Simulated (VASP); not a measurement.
A run of VASP 6.6.1:

INCAR

```
SYSTEM = TiAl3
  ALGO = Fast
  EDIFF = 1E-6
  ENCUT = 520
  GGA = PE
  ISIF = 2
  ISMEAR = 0
  LASPH = .TRUE.
  LCHARG = .FALSE.
  LREAL = .FALSE.
  LWAVE = .FALSE.
  NBANDS = 31
  NELM = 60
  PREC = Accurate
  SIGMA = 0.1
```

The input KPOINTS:

```
k-points
0
G
  12 12 8
  0 0 0
```

POSCAR

```
TiAl3
1.0
    5.5723051360      0.0000000000      0.0000000000
   -2.7861525680      4.8257578054      0.0000000000
    0.0000000000      0.0000000000      4.7252906251
Ti Al
2 6
Direct
    0.6666666667      0.3333333333      0.2500000000
    0.3333333333      0.6666666667      0.7500000000
    0.1659616332      0.3319232664      0.2500000000
    0.1659616332      0.8340383668      0.2500000000
    0.6680767336      0.8340383668      0.2500000000
    0.3319232664      0.1659616332      0.7500000000
    0.8340383668      0.1659616332      0.7500000000
    0.8340383668      0.6680767336      0.7500000000
```

Potentials or basis: VASP PAW PBE potentials, release 64 (Ti_sv, Al).

Launch:

```console
$ cat potpaw_PBE.64/Ti_sv/POTCAR potpaw_PBE.64/Al/POTCAR > POTCAR
$ mpirun -np 1 vasp_std > vasp.out
```

Hardware: 1 thread of AMD EPYC 9R45 96-Core Processor (Zen 5), with other jobs on the host.

**Question.** How long does it take, and how much memory?

**Answer.** Run time: 12 min on 1 thread of AMD EPYC 9R45 96-Core Processor (Zen 5), with other jobs on the host, peak memory 0.42 GiB. Counts: scf iterations 47, k points 95.
